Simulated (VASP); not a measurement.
Runs of VASP 6.6.1 on CaO (klda). The structure is that of space group Fm-3m (No. 225), or close to it. The cells are those of the table. 

| task | potentials or basis | cell | cutoff (eV) | smearing | second run | gap on the mesh (eV) | pressure (GPa) | relaxed volume (Å³/atom) |
| --- | --- | --- | --- | --- | --- | --- | --- | --- |
| single point | VASP PAW LDA potentials, release 64 (Ca_sv, O) | a = 3.329 Å, angles 60.0°, 2 atoms | 520 | gaussian 0.02 eV | - | 3.42 | 1.0 | - |
| single point | VASP PAW LDA potentials, release 64 (Ca_sv, O_h) | a = 3.329 Å, angles 60.0°, 2 atoms | 910 | gaussian 0.02 eV | hard_potentials | 3.42 | (a) | - |
| relaxation of cell and atoms | VASP PAW LDA potentials, release 64 (Ca_sv, O) | relaxed from a = 3.470 Å, angles 60.0°, 2 atoms | 600 | gaussian 0.1 eV | - | 3.43 | 0.0 | 13.12 |
| relaxation of cell and atoms | VASP PAW LDA potentials, release 64 (Ca_sv, O) | relaxed from a = 3.332 Å, angles 60.0°, 2 atoms | 600 | gaussian 0.02 eV | - | 3.43 | 0.0 | 13.13 |

Alike in all rows: level LDA; no spin polarisation; k mesh 8 × 8 × 8.

Question: Estimate the missing entries.

Answer: (a) 0.8.

Caveats: the cutoff is under 1.25 times the usual one of these potentials, so pressure, stress and relaxed cells hold a basis-set (Pulay) error (some runs); the volume moved by -11 % from the deposited cell, more than functionals usually miss (some runs).

A k mesh can miss the band edges.
